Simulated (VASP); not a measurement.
# MgO (Pm-3m) in VASP: notebook, part 2 of 2

VASP 6.6.1. Earlier steps stand in the parts before.

### Step 4. Single point, PBE (volume scaled by 0.960)

Contents of INCAR:

```
PREC = Accurate ; ENCUT = 520
EDIFF = 1E-7 ; ISMEAR = 0
SIGMA = 0.05 ; LREAL = False
LASPH = True ; NELM = 100
ALGO = Normal ; ISIF = 2
LWAVE = False ; LCHARG = False
GGA = PE ; NBANDS = 11
```

Contents of KPOINTS:

```
regular mesh
0
Gamma
  14 14 14
```

Contents of POSCAR:

```
MgO
1.0
    2.6246090268      0.0000000000      0.0000000000
    0.0000000000      2.6246090268      0.0000000000
    0.0000000000      0.0000000000      2.6246090268
Mg O
1 1
Direct
    0.0000000000      0.0000000000      0.0000000000
    0.5000000000      0.5000000000      0.5000000000
```

Potentials or basis: VASP PAW PBE potentials, release 64 (Mg, O).

On the command line:

```sh
$ cat potpaw_PBE.64/Mg/POTCAR potpaw_PBE.64/O/POTCAR > POTCAR
$ mpirun -np 1 vasp_std > vasp.out
```

OUTCAR:

```text
PREC = Accurate
   ENCUT = 520
   EDIFF = 1E-7
   ISMEAR = 0
   LREAL = False
   LASPH = True
   NELM = 100
   ISIF = 2
   GGA = PE

 ion  position               nearest neighbor table
   1  0.000  0.000  0.000-   2 2.27   2 2.27   2 2.27   2 2.27   2 2.27   2 2.27   2 2.27   2 2.27

   2  0.500  0.500  0.500-   1 2.27   1 2.27   1 2.27   1 2.27   1 2.27   1 2.27   1 2.27   1 2.27

  LATTYP: Found a simple cubic cell.
 ALAT       =     2.6246090268

  Lattice vectors:

 A1 = (   2.6246090268,   0.0000000000,   0.0000000000)
 A2 = (   0.0000000000,   2.6246090268,   0.0000000000)
 A3 = (   0.0000000000,   0.0000000000,   2.6246090268)

Analysis of symmetry for initial positions (statically):
=====================================================================
 Subroutine PRICEL returns:
 Original cell was already a primitive cell.

 Routine SETGRP: Setting up the symmetry group for a
 simple cubic supercell.

 Subroutine GETGRP returns: Found 48 space group operations
 (whereof 48 operations were pure point group operations)
 out of a pool of 48 trial point group operations.

The static configuration has the point symmetry O_h .

Analysis of symmetry for dynamics (positions and initial velocities):
=====================================================================
 Subroutine PRICEL returns:
 Original cell was already a primitive cell.

 Routine SETGRP: Setting up the symmetry group for a
 simple cubic supercell.

 Subroutine GETGRP returns: Found 48 space group operations
 (whereof 48 operations were pure point group operations)
 out of a pool of 48 trial point group operations.

The dynamic configuration has the point symmetry O_h .

 Subroutine INISYM returns: Found 48 space group operations
 (whereof 48 operations are pure point group operations),
 and found     1 'primitive' translations

----------------------------------------------------------------------------------------

                                     Primitive cell
[... 114 lines left out ...]
  Thomas-Fermi vector in A             =   2.381628
   LORBIT       =      0    0 simple, 1 ext, 2 COOP (PROOUT), +10 PAW based schemes
   GGA     = PE    functional components
   LHFCALC =     F    Hartree Fock is set to
   AEXX    =    0.0000 exact exchange contribution
   IVDW    =     0    specifies the selected vdW correction
   LEPSILON=     F    determine dielectric tensor
   LRPA    =     F    only Hartree local field effects (RPA)
 non-spin polarized calculation
 Gauss-broadening in eV      SIGMA  =   0.05
  energy-cutoff  :      520.00
  volume of cell :       18.08
 maximum number of plane-waves:       500
 NGX is ok and might be reduce to    20
   NGX =  9   NGY =  9   NGZ =  9

 number of electron       7.9999999 magnetization

 Free energy of the ion-electron system (eV)
  ---------------------------------------------------
  ext. energy  EPLUGINS =         0.00000000
  ---------------------------------------------------
  free energy    TOTEN  =       -10.39004204 eV

  energy without entropy =      -10.39004204  energy(sigma->0) =      -10.39004204

 E-fermi :   5.4212     XC(G=0): -11.3594

 val. band max:        5.1081426347   @ k =   0.5000   0.5000   0.0000
 cond. band min:       7.7152698581   @ k =   0.0000   0.0000   0.0000
 fundamental gap:      2.6071272234
 Fermi energy:         5.4211707566

 k-point     1 :       0.0000    0.0000    0.0000
  band No.  band energies     occupation
      1     -13.4729      2.00000
      2       4.0898      2.00000
      3       4.0898      2.00000
      4       4.0898      2.00000
      5       7.7153      0.00000
      6      15.5769      0.00000
      7      15.5769      0.00000
      8      25.5726      0.00000
      9      25.5726      0.00000
     10      25.5726      0.00000
     11      32.7464      0.00000
[... 309 lines left out ...]
 k-point    24 :       0.3571    0.2143    0.0000
  band No.  band energies     occupation
      1     -12.1636      2.00000
      2      -0.1203      2.00000
      3       2.4258      2.00000
      4       4.6546      2.00000
      5      12.3674      0.00000
      6      14.8193      0.00000
      7      17.2728      0.00000
      8      22.7961      0.00000
      9      24.0740      0.00000
     10      26.0478      0.00000
     11      26.9348      0.00000

 [... further k-points ...]
[... 5 lines left out ...]
  --------------------------------------------------------------------------------------
  -------------------------------------------------------------------------------------
  Total        0.5934675      0.5934675      0.5934675      0.0000000     -0.0000000     -0.0000000
  in kB       52.5912744     52.5912744     52.5912744      0.0000000     -0.0000000     -0.0000000
  external PRESSURE =      52.5912744 kB  Pullay stress =       0.0000000 kB

 VOLUME and BASIS-vectors are now :
 -----------------------------------------------------------------------------
  energy-cutoff  :      520.00
  volume of cell :       18.08
      direct lattice vectors                 reciprocal lattice vectors
     2.624609027  0.000000000  0.000000000     0.381009129  0.000000000  0.000000000
     0.000000000  2.624609027  0.000000000     0.000000000  0.381009129  0.000000000
     0.000000000  0.000000000  2.624609027     0.000000000  0.000000000  0.381009129

 POSITION                                       TOTAL-FORCE (eV/Angst)
 -----------------------------------------------------------------------------------
      0.00000      0.00000      0.00000         0.000000      0.000000      0.000000
      1.31230      1.31230      1.31230         0.000000      0.000000      0.000000
 -----------------------------------------------------------------------------------
    total drift:                                0.000000      0.000000      0.000000

  FREE ENERGIE OF THE ION-ELECTRON SYSTEM (eV)
  ---------------------------------------------------
  free  energy   TOTEN  =       -10.3900420368 eV

  energy  without entropy=      -10.3900420368  energy(sigma->0) =      -10.39004204
```

stdout:

```text
POSCAR found type information on POSCAR MgO
 POSCAR found :  2 types and       2 ions
 scaLAPACK will be used
 LDA part: xc-table for (Slater+PW92), standard interpolation
 POSCAR, INCAR and KPOINTS ok, starting setup
 FFT: planning ... GRIDC
 FFT: planning ... GRID_SOFT
 FFT: planning ... GRID
 WAVECAR not read
 entering main loop
```

It took 7.1 s on 1 thread of Intel Xeon 6975P-C (Granite Rapids), shared host; peak memory 0.14 GiB.

Results:

- Free energy: -10.3900 eV
- Pressure: 5.3 GPa
- Band gap on the k mesh: 2.61 eV, indirect (least direct gap 3.63 eV)

Caveat: the cell differs from its parent crystal (volume scaled by 0.960). A k mesh can miss the band edges.

### Step 5. Single point, PBE

This run uses another cell than the first one, of 9.42 Å³/atom, 1.136 times its volume.

Contents of INCAR:

```
SYSTEM = MgO
ALGO = Normal
EDIFF = 1E-7
ENCUT = 520
GGA = PE
ISIF = 2
ISMEAR = 0
LASPH = .True.
LCHARG = .False.
LREAL = .False.
LWAVE = .False.
NBANDS = 11
NELM = 60
PREC = Accurate
SIGMA = 0.05
```

Contents of KPOINTS:

```
k-points
0
Gamma
  14 14 14
  0 0 0
```

Contents of POSCAR:

```
MgO
1.0
    2.6605670434      0.0000000000      0.0000000000
    0.0000000000      2.6605670434      0.0000000000
    0.0000000000      0.0000000000      2.6605670434
Mg O
1 1
Direct
    0.0000000000      0.0000000000      0.0000000000
    0.5000000000      0.5000000000      0.5000000000
```

On the command line:

```sh
$ cat potpaw_PBE.64/Mg/POTCAR potpaw_PBE.64/O/POTCAR > POTCAR
$ mpirun -np 1 vasp_std > vasp.out
```

Run time: 6.7 s. Hardware: 1 thread of Intel Xeon 6975P-C (Granite Rapids), shared host; peak memory 0.14 GiB.

It converged, with:

```
Free energy            : -10.4008 eV
Pressure               : -0.8 GPa
Band gap on the k mesh : 2.24 eV, indirect (least direct gap 3.21 eV)
```

Levels at points of the mesh, in eV from the valence-band top:
```
           k point  band 2  band 3  band 4  band 5  band 6  band 7
(0.00, 0.00, 0.00)   -0.97   -0.97   -0.97    2.24   10.39   10.39
(0.50, 0.00, 0.00)   -6.31   -0.53   -0.53    6.75    9.10   14.37
(0.50, 0.50, 0.00)   -4.55   -4.55    0.00    4.83   11.85   11.85
(0.50, 0.50, 0.50)   -3.48   -3.48   -3.48    7.35    7.35    7.35
```

A k mesh can miss the band edges.

### Step 6. Single point, PBE (volume scaled by 1.040)

Contents of INCAR:

```
  PREC = Accurate
  ENCUT = 520
  EDIFF = 1E-7
  ISMEAR = 0
  SIGMA = 0.05
  LREAL = False
  LASPH = True
  NELM = 60
  ALGO = Normal
  ISIF = 2
  LWAVE = False
  LCHARG = True
  GGA = PE
  LELF = True
  LVHAR = True
  NBANDS = 11
```

Contents of KPOINTS:

```
regular mesh
0
Gamma
  14 14 14
```

Contents of POSCAR:

```
MgO
1.0
    2.6955785195      0.0000000000      0.0000000000
    0.0000000000      2.6955785195      0.0000000000
    0.0000000000      0.0000000000      2.6955785195
Mg O
1 1
Direct
    0.0000000000      0.0000000000      0.0000000000
    0.5000000000      0.5000000000      0.5000000000
```

Potentials or basis: VASP PAW PBE potentials, release 64 (Mg, O).

On the command line:

```sh
$ cat potpaw_PBE.64/Mg/POTCAR potpaw_PBE.64/O/POTCAR > POTCAR
$ mpirun -np 1 vasp_std > vasp.out
```

It took 7 s on 1 thread of Intel Xeon 6975P-C (Granite Rapids), shared host; peak memory 0.14 GiB.

Results (log left out):

| Quantity | Value |
| --- | --- |
| Free energy | -10.3857 eV |
| Pressure | -5.8 GPa |
| Band gap on the k mesh | 1.91 eV, indirect (least direct gap 2.84 eV) |

Levels at points of the mesh, in eV from the valence-band top:
| k point | band 1 | band 2 | band 3 | band 4 | band 5 | band 6 | band 7 | band 8 | band 9 |
| --- | --- | --- | --- | --- | --- | --- | --- | --- | --- |
| (0.00, 0.00, 0.00) | -18.06 | -0.93 | -0.93 | -0.93 | 1.91 | 10.31 | 10.31 | 19.18 | 19.18 |
| (0.50, 0.00, 0.00) | -16.99 | -6.08 | -0.50 | -0.50 | 6.44 | 8.70 | 14.16 | 17.06 | 17.27 |
| (0.50, 0.50, 0.00) | -16.23 | -4.36 | -4.36 | 0.00 | 4.68 | 11.44 | 11.44 | 12.80 | 18.78 |
| (0.50, 0.50, 0.50) | -15.51 | -3.30 | -3.30 | -3.30 | 7.19 | 7.19 | 7.19 | 15.05 | 17.94 |

Caveat: the cell differs from its parent crystal (volume scaled by 1.040). A k mesh can miss the band edges.

### Step 7. The runs side by side

```tsv
cell	gap on the mesh (eV)	pressure (GPa)
a = 2.550 Å, 2 atoms	3.47	22.0
a = 2.588 Å, 2 atoms	3.02	12.8
a = 2.625 Å, 2 atoms	2.61	5.3
a = 2.661 Å, 2 atoms	2.24	-0.8
a = 2.696 Å, 2 atoms	1.91	-5.8
```

Alike in all rows: task single point; level PBE; potentials or basis VASP PAW PBE potentials, release 64 (Mg, O); no spin polarisation; k mesh 14 × 14 × 14; cutoff (eV) 520; smearing gaussian 0.05 eV.

Total energies depend on the potentials used, so only differences within one code and one set of settings carry meaning.
